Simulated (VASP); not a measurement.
# Au (P6_3/mmc) in VASP: notebook, part 2 of 2

VASP 6.6.1. The steps go on from the part before.

## Step 3: Relaxation of cell and atoms, r2SCAN

This run uses another cell than the first one, of 12.16 Å³/atom.

POSCAR reads:

```
Au
1.0
    2.5819497598      0.0000000000      0.0000000000
   -1.2909748799      2.2360340833      0.0000000000
    0.0000000000      0.0000000000      4.2138186559
Au
2
Direct
    0.3333333333      0.6666666667      0.2500000000
    0.6666666667      0.3333333333      0.7500000000
```

INCAR.step1 reads:

```
PREC = Accurate
ENCUT = 600
ISMEAR = 0
SIGMA = 0.1
LREAL = F
LASPH = T
NELM = 80
GGA = PE
ALGO = Normal
EDIFF = 1E-4
LWAVE = T
LCHARG = F
```

INCAR.step2 reads:

```
PREC = Accurate
ENCUT = 600
EDIFF = 1E-6
ISMEAR = 0
SIGMA = 0.1
LREAL = F
LASPH = T
NELM = 80
ALGO = Normal
ISIF = 3
LWAVE = F
LCHARG = F
METAGGA = R2SCAN
LMIXTAU = T
IBRION = 2
NSW = 80
EDIFFG = -0.05
ISTART = 1
```

KPOINTS reads:

```
regular mesh
0
Gamma
  12 12 6
```

Potentials or basis: VASP PAW PBE potentials, release 64 (Au).

Command:

```bash
cat potpaw_PBE.64/Au/POTCAR > POTCAR
cp INCAR.step1 INCAR
mpirun -np 1 vasp_std > vasp.out
cp INCAR.step2 INCAR
mpirun -np 1 vasp_std > vasp.out
```

OUTCAR:

```text
PREC = Accurate
   ENCUT = 600
   EDIFF = 1E-6
   ISMEAR = 0
   LREAL = F
   LASPH = T
   NELM = 80
   ISIF = 3
   METAGGA = R2SCAN
   IBRION = 2
   NSW = 80
   EDIFFG = -0.05
   ISTART = 1

 ion  position               nearest neighbor table
   1  0.333  0.667  0.250-   2 2.58   2 2.58   2 2.58   2 2.58   2 2.58   2 2.58
   2  0.667  0.333  0.750-   1 2.58   1 2.58   1 2.58   1 2.58   1 2.58   1 2.58

  LATTYP: Found a hexagonal cell.
 ALAT       =     2.5819497598
 C/A-ratio  =     1.6320296861

  Lattice vectors:

 A1 = (   2.5819497598,   0.0000000000,   0.0000000000)
 A2 = (  -1.2909748799,   2.2360340833,   0.0000000000)
 A3 = (   0.0000000000,   0.0000000000,   4.2138186559)

Analysis of symmetry for initial positions (statically):
=====================================================================
 Subroutine PRICEL returns:
 Original cell was already a primitive cell.

 Routine SETGRP: Setting up the symmetry group for a
 hexagonal supercell.

 Subroutine GETGRP returns: Found 24 space group operations
 (whereof 12 operations were pure point group operations)
 out of a pool of 24 trial point group operations.

The static configuration has the point symmetry D_3d.
 The point group associated with its full space group is D_6h.

Analysis of symmetry for dynamics (positions and initial velocities):
=====================================================================
 Subroutine PRICEL returns:
 Original cell was already a primitive cell.

 Routine SETGRP: Setting up the symmetry group for a
 hexagonal supercell.

 Subroutine GETGRP returns: Found 24 space group operations
 (whereof 12 operations were pure point group operations)
 out of a pool of 24 trial point group operations.

The dynamic configuration has the point symmetry D_3d.
 The point group associated with its full space group is D_6h.

 Subroutine INISYM returns: Found 24 space group operations
 (whereof 12 operations are pure point group operations),
 and found     1 'primitive' translations

----------------------------------------------------------------------------------------

                                     Primitive cell

  volume of cell :      24.3278

  direct lattice vectors                    reciprocal lattice vectors
     2.581949760  0.000000000  0.000000000     0.387304205  0.223610187  0.000000000
    -1.290974880  2.236034083  0.000000000     0.000000000  0.447220374  0.000000000
     0.000000000  0.000000000  4.213818656     0.000000000  0.000000000  0.237314437

  length of vectors
     2.581949760  2.581949760  4.213818656     0.447220374  0.447220374  0.237314437

  position of ions in fractional coordinates (direct lattice)
     0.333333333  0.666666667  0.250000000
     0.666666667  0.333333333  0.750000000

  ion indices of the primitive-cell ions
   primitive index   ion index
                 1           1
                 2           2

----------------------------------------------------------------------------------------

 KPOINTS: regular mesh

Automatic generation of k-mesh.
 Grid dimensions read from file:
 generate k-points for:   12   12    6

 Generating k-lattice:

  Cartesian coordinates                     Fractional coordinates (reciprocal lattice)
     0.032275350  0.018634182  0.000000000     0.083333333  0.000000000  0.000000000
     0.000000000  0.037268365  0.000000000     0.000000000  0.083333333  0.000000000
     0.000000000  0.000000000  0.039552406     0.000000000  0.000000000  0.166666667

  Length of vectors
     0.037268365  0.037268365  0.039552406

  Shift w.r.t. Gamma in fractional coordinates (k-lattice)
     0.000000000  0.000000000  0.000000000

 Subroutine IBZKPT returns following result:
 ===========================================

 Found     76 irreducible k-points:

 Following reciprocal coordinates:
            Coordinates               Weight
  0.000000  0.000000  0.000000      1.000000
  0.083333  0.000000  0.000000      6.000000
  0.166667  0.000000  0.000000      6.000000
  0.250000  0.000000  0.000000      6.000000
  0.333333  0.000000  0.000000      6.000000
  0.416667  0.000000  0.000000      6.000000
[... 16 lines left out ...]
  0.250000  0.000000  0.166667     12.000000
  0.333333  0.000000  0.166667     12.000000
 [... further k-points ...]
   k-points           NKPTS =     76   k-points in BZ     NKDIM =     76   number of bands    NBANDS=     15
   number of dos      NEDOS =    301   number of ions     NIONS =      2
   total plane-waves  NPLWV =  20736
   dimension x,y,z NGX =    24 NGY =   24 NGZ =   36
   dimension x,y,z NGXF=    48 NGYF=   48 NGZF=   72
   ions per type =               2
   NGX,Y,Z   is equivalent  to a cutoff of  15.45, 15.45, 14.20 a.u.
   NGXF,Y,Z  is equivalent  to a cutoff of  30.91, 30.91, 28.41 a.u.
 SYSTEM =  unknown system
   PREC   = accura    normal or accurate (medium, high low for compatibility)
   ISTART =      1    job   : 0-new  1-cont  2-samecut
   ICHARG =      0    charge: 1-file 2-atom 10-const
   ISPIN  =      1    spin polarized calculation?
   LNONCOLLINEAR =      F non collinear calculations
   LSORBIT =      F    spin-orbit coupling
   LASPH  =      T    aspherical Exc in radial PAW
   ENCUT  =  600.0 eV  44.10 Ry    6.64 a.u.   5.16  5.16  8.42*2*pi/ulx,y,z
   NELM   =     80;   NELMIN=  2; NELMDL=  0     # of ELM steps
   EDIFF  = 0.1E-05   stopping-criterion for ELM
   LREAL  =      F    real-space projection
   EDIFFG = -.5E-01   stopping-criterion for IOM
   NSW    =     80    number of steps for IOM
   IBRION =      2    ionic relax: 0-MD 1-quasi-New 2-CG
   NFREE  =      1    steps in history (QN), initial steepest desc. (CG)
   ISIF   =      3    stress and relaxation
   ISYM   =      2    0-nonsym 1-usesym 2-fastsym
   POTIM  = 0.5000    time-step for ionic-motion
   TEBEG  =    0.0;   TEEND  =   0.0 temperature during run
   PSTRESS=    0.0 pullay stress
   NELECT =      22.0000    total number of electrons
   NUPDOWN=      -1.0000    fix difference up-down
   EMIN   =  10.00;   EMAX   =-10.00  energy-range for DOS
   EFERMI =   0.00;   METHOD = LEGACY
   ISMEAR =     0;   SIGMA  =   0.10  broadening in eV -4-tet -1-fermi 0-gaus
   EFERMI_NEDOS =   21; number of points for ismear=-14 and -15
   IALGO  =     38    algorithm
   IMIX   =      4    mixing-type and parameters
     AMIX     =   0.40;   BMIX     =  1.00
     AMIX_MAG =   1.60;   BMIX_MAG =  1.00
  volume/ion in A,a.u.               =      12.16        82.09
  Fermi-wavevector in a.u.,A,eV,Ry     =   1.583124  2.991671 34.100048  2.506283
  Thomas-Fermi vector in A             =   2.682943
   LORBIT       =      0    0 simple, 1 ext, 2 COOP (PROOUT), +10 PAW based schemes
   METAGGA = R2SCAN    functional components
   LHFCALC =     F    Hartree Fock is set to
   AEXX    =    0.0000 exact exchange contribution
   IVDW    =     0    specifies the selected vdW correction
   LEPSILON=     F    determine dielectric tensor
   LRPA    =     F    only Hartree local field effects (RPA)
 conjugate gradient relaxation of ions
 non-spin polarized calculation
 Gauss-broadening in eV      SIGMA  =   0.10
  energy-cutoff  :      600.00
  volume of cell :       24.33
 maximum number of plane-waves:       826
 NGX is ok and might be reduce to    24
   NGX = 11   NGY = 11   NGZ = 17

--------------------------------------- Ionic step        1  -------------------------------------------

 number of electron      21.9999999 magnetization

 Free energy of the ion-electron system (eV)
  ---------------------------------------------------
  ext. energy  EPLUGINS =         0.00000000
  ---------------------------------------------------
  free energy    TOTEN  =       -97.44204430 eV

  energy without entropy =      -97.43713852  energy(sigma->0) =      -97.43959141

 E-fermi :  16.2979     XC(G=0): -16.1367

 val. band max:       16.2538744045   @ k =   0.2500   0.2500   0.0000
 cond. band min:      16.3378926422   @ k =   0.3333   0.1667   0.1667
 fundamental gap:      0.0840182377
 Fermi energy:        16.2979450521
[... 1406 lines left out ...]
      4      -1.2904      2.00000
      5      -1.1531      2.00000
      6      -1.0915      2.00000
      7      -0.7723      2.00000
      8      -0.7020      2.00000
      9      -0.6951      2.00000
     10      -0.5601      2.00000
     11      -0.4154      2.00000
     12       2.1778      0.00000
     13       5.4634      0.00000
     14       6.8806      0.00000
     15       8.4765      0.00000

 [... further k-points ...]

[... ionic steps 4 to 12 ...]

--------------------------------------- Ionic step       13  -------------------------------------------

 number of electron      22.0000002 magnetization

------------------------ aborting loop because EDIFF is reached ----------------------------------------
[... 67 lines left out ...]
--------------------------------------- Ionic step       15  -------------------------------------------

 number of electron      22.0000002 magnetization

 Free energy of the ion-electron system (eV)
  ---------------------------------------------------
  ext. energy  EPLUGINS =         0.00000000
  ---------------------------------------------------
  free energy    TOTEN  =      -101.15884345 eV

  energy without entropy =     -101.15427839  energy(sigma->0) =     -101.15656092

 E-fermi :   8.7438     XC(G=0): -13.3671

 val. band max:        8.6583748904   @ k =   0.3333   0.0000   0.3333
 cond. band min:       8.7512730414   @ k =   0.4167   0.0833   0.1667
 fundamental gap:      0.0928981511
 Fermi energy:         8.7438023210
[... 461 lines left out ...]
  FREE ENERGIE OF THE ION-ELECTRON SYSTEM (eV)
  ---------------------------------------------------
  free  energy   TOTEN  =      -101.1588434469 eV

  energy  without entropy=     -101.1542783906  energy(sigma->0) =     -101.15656092

 reached required accuracy - stopping structural energy minimisation
```

OUTCAR.step1:

```text
PREC = Accurate
   ENCUT = 600
   ISMEAR = 0
   LREAL = F
   LASPH = T
[... 656 lines left out ...]
 -----------------------------------------------------------------------------------
     -0.00000      1.49069      1.05345        -0.000000      0.000000      0.000000
      1.29097      0.74534      3.16036         0.000000      0.000000      0.000000
 -----------------------------------------------------------------------------------
    total drift:                               -0.000000      0.000000     -0.000000

  FREE ENERGIE OF THE ION-ELECTRON SYSTEM (eV)
  ---------------------------------------------------
  free  energy   TOTEN  =        -2.4672324863 eV

  energy  without entropy=       -2.4622677259  energy(sigma->0) =       -2.46475011
```

OSZICAR.step1:

```text
N       E                     dE             d eps       ncg     rms          rms(c)
DAV:   1     0.146870232748E+03    0.14687E+03   -0.13802E+04  2280   0.168E+03
DAV:   2    -0.119102529266E+01   -0.14806E+03   -0.14376E+03  2476   0.337E+02
DAV:   3    -0.294433617633E+01   -0.17533E+01   -0.17500E+01  2777   0.398E+01
DAV:   4    -0.295034268516E+01   -0.60065E-02   -0.60063E-02  2805   0.235E+00
DAV:   5    -0.295038473206E+01   -0.42047E-04   -0.42046E-04  2805   0.195E-01    0.384E+01
DAV:   6    -0.258373489267E+01    0.36665E+00   -0.39471E-01  2574   0.686E+00    0.226E+01
DAV:   7    -0.247629211265E+01    0.10744E+00   -0.24268E-01  2546   0.540E+00    0.159E+00
DAV:   8    -0.246722137618E+01    0.90707E-02   -0.35688E-02  2567   0.200E+00    0.308E-01
DAV:   9    -0.246723248628E+01   -0.11110E-04   -0.92081E-05  2128   0.105E-01
   1 F= -.24672325E+01 E0= -.24647501E+01  d E =-.496476E-02
```

It took 10 min on 1 thread of Intel Xeon 6975P-C (Granite Rapids), shared host; peak memory 0.2 GiB.

Results:

```
Free energy                           : -101.1588 eV
Relaxed volume                        : 17.66 Å³/atom
Relaxed cell                          : a = 2.888 Å, b = 2.888 Å, c = 4.892 Å, α = 90.00°, β = 90.00°, γ = 120.00°
Space group after relaxing (to 0.1 Å) : P6_3/mmc (No. 194)
Pressure after relaxing               : 0.0 GPa
Band gap on the k mesh                : zero (bands 11 and 12 overlap by 7.13 eV)
```

Final structure:
```xyz
2
Lattice="2.8877 0.0000 0.0000 -1.4439 2.5009 0.0000 0.0000 0.0000 4.8920" Properties=species:S:1:pos:R:3 pbc="T T T"
Au    0.0000    1.6672    1.2230
Au    1.4439    0.8336    3.6690
```

Levels at points of the mesh, in eV from the Fermi level:
```tsv
k point	band 7	band 8	band 9	band 10	band 11	band 12	band 13	band 14	band 15
(0.00, 0.00, 0.00)	-4.37	-3.65	-3.65	-2.37	-2.37	-0.87	2.46	15.50	16.33
(0.50, 0.00, 0.00)	-3.65	-2.17	-2.02	-1.85	0.45	1.60	5.90	7.38	7.48
(0.00, 0.00, 0.50)	-4.69	-4.69	-2.81	-2.81	-2.81	-2.81	10.69	10.69	15.75
(0.50, 0.00, 0.50)	-2.53	-2.53	-1.92	-1.92	0.68	0.68	3.96	3.96	13.59
```

Caveat: the volume moved by over 15 % at a fixed basis, so the end points are rough; the PAW data sets were made with another functional, which shifts forces and pressure a little; spin-orbit coupling is left out, which moves the levels of the heavy elements.

## Step 4: Single point, r2SCAN

POSCAR reads:

```
Au
1.0
    2.8794236018      0.0000000000      0.0000000000
   -1.4397118009      2.4936539874      0.0000000000
    0.0000000000      0.0000000000      4.9101232885
Au
2
Direct
    0.3333333333      0.6666666667      0.2500000000
    0.6666666667      0.3333333333      0.7500000000
```

INCAR.step1 reads:

```
  PREC = Accurate
  ENCUT = 520
  ISMEAR = 0
  SIGMA = 0.1
  LREAL = False
  LASPH = True
  NELM = 100
  NBANDS = 18
  GGA = PE
  ALGO = Normal
  EDIFF = 1E-4
  LWAVE = True
  LCHARG = False
```

INCAR.step2 reads:

```
  PREC = Accurate
  ENCUT = 520
  EDIFF = 1E-7
  ISMEAR = 0
  SIGMA = 0.1
  LREAL = False
  LASPH = True
  NELM = 100
  ALGO = Normal
  ISIF = 2
  LWAVE = False
  LCHARG = False
  METAGGA = R2SCAN
  LMIXTAU = True
  NBANDS = 18
  ISTART = 1
```

KPOINTS reads:

```
Automatic mesh
0
Gamma
  12 12 6
```

Command:

```bash
cat potpaw_PBE.64/Au/POTCAR > POTCAR
cp INCAR.step1 INCAR
mpirun -np 1 vasp_std > vasp.out
cp INCAR.step2 INCAR
mpirun -np 1 vasp_std > vasp.out
```

Run time: 2 min. Hardware: 1 thread of Intel Xeon 6975P-C (Granite Rapids), shared host; peak memory 0.19 GiB.

Results (log left out):

```yaml
Free_energy: -101.1654 eV
Pressure: 0.3 GPa
Band_gap_on_the_k_mesh: zero (bands 11 and 12 overlap by 7.16 eV)
```

Stress tensor (GPa, compression positive):
```
0.36 0.00 0.00
0.00 0.36 0.00
0.00 0.00 0.04
```

Levels at points of the mesh, in eV from the Fermi level:
| k point | band 8 | band 9 | band 10 | band 11 | band 12 | band 13 | band 14 | band 15 |
| --- | --- | --- | --- | --- | --- | --- | --- | --- |
| (0.00, 0.00, 0.00) | -3.64 | -3.64 | -2.39 | -2.39 | -0.94 | 2.37 | 15.52 | 16.19 |
| (0.50, 0.00, 0.00) | -2.21 | -2.02 | -1.85 | 0.45 | 1.63 | 5.84 | 7.34 | 7.44 |
| (0.00, 0.00, 0.50) | -4.72 | -2.83 | -2.83 | -2.83 | -2.83 | 10.54 | 10.54 | 15.77 |
| (0.50, 0.00, 0.50) | -2.56 | -1.92 | -1.92 | 0.66 | 0.66 | 3.98 | 3.98 | 13.49 |

Caveat: the PAW data sets were made with another functional, which shifts forces and pressure a little; spin-orbit coupling is left out, which moves the levels of the heavy elements.

## Step 5: Relaxation of cell and atoms, r2SCAN

This run uses another cell than the first one, of 12.16 Å³/atom.

POSCAR reads:

```
Au
1.0
    2.5819497763      0.0000000000      0.0000000000
   -1.2909748882      2.2360340976      0.0000000000
    0.0000000000      0.0000000000      4.2138186555
Au
2
Direct
    0.3333333333      0.6666666667      0.2500000000
    0.6666666667      0.3333333333      0.7500000000
```

INCAR.step1 reads:

```
PREC = Accurate
ENCUT = 600
ISMEAR = 0
SIGMA = 0.1
LREAL = F
LASPH = T
NELM = 80
GGA = PE
ALGO = Normal
EDIFF = 1E-4
LWAVE = T
LCHARG = F
```

INCAR.step2 reads:

```
PREC = Accurate
ENCUT = 600
EDIFF = 1E-6
ISMEAR = 0
SIGMA = 0.1
LREAL = F
LASPH = T
NELM = 80
ALGO = Normal
ISIF = 3
LWAVE = F
LCHARG = F
METAGGA = R2SCAN
LMIXTAU = T
IBRION = 2
NSW = 80
EDIFFG = -0.05
ISTART = 1
```

KPOINTS reads:

```
regular mesh
0
Gamma
  12 12 6
```

Command:

```bash
cat potpaw_PBE.64/Au/POTCAR > POTCAR
cp INCAR.step1 INCAR
mpirun -np 1 vasp_std > vasp.out
cp INCAR.step2 INCAR
mpirun -np 1 vasp_std > vasp.out
```

Run time: 15 min. Hardware: 1 thread of Intel Xeon 6975P-C (Granite Rapids), shared host; peak memory 0.2 GiB.

Results (log left out):

```yaml
Free_energy: -101.1588 eV
Relaxed_volume: 17.66 Å³/atom
Relaxed_cell: a = 2.888 Å, b = 2.888 Å, c = 4.892 Å, α = 90.00°, β = 90.00°, γ = 120.00°
Space_group_after_relaxing_to_0.1_Å: P6_3/mmc (No. 194)
Pressure_after_relaxing: 0.0 GPa
Band_gap_on_the_k_mesh: zero (bands 11 and 12 overlap by 7.13 eV)
```

Stress tensor (GPa, compression positive):
```
-0.08  0.00  0.00
 0.00 -0.08  0.00
 0.00  0.00  0.10
```

Final structure:
```
CELL_PARAMETERS angstrom
2.88774 0.00000 0.00000
-1.44387 2.50086 0.00000
0.00000 0.00000 4.89202
ATOMIC_POSITIONS crystal
Au 0.33333 0.66667 0.25000
Au 0.66667 0.33333 0.75000
```

Levels at points of the mesh, in eV from the Fermi level:
```tsv
k point	band 8	band 9	band 10	band 11	band 12	band 13	band 14	band 15
(0.00, 0.00, 0.00)	-3.65	-3.65	-2.37	-2.37	-0.87	2.46	15.50	16.33
(0.50, 0.00, 0.00)	-2.17	-2.02	-1.85	0.45	1.60	5.90	7.38	7.48
(0.00, 0.00, 0.50)	-4.69	-2.81	-2.81	-2.81	-2.81	10.69	10.69	15.75
(0.50, 0.00, 0.50)	-2.53	-1.92	-1.92	0.68	0.68	3.96	3.96	13.59
```

Caveat: the volume moved by over 15 % at a fixed basis, so the end points are rough; the PAW data sets were made with another functional, which shifts forces and pressure a little; spin-orbit coupling is left out, which moves the levels of the heavy elements.

The gap in the log of VASP goes by the Fermi energy; the results here count the filled bands.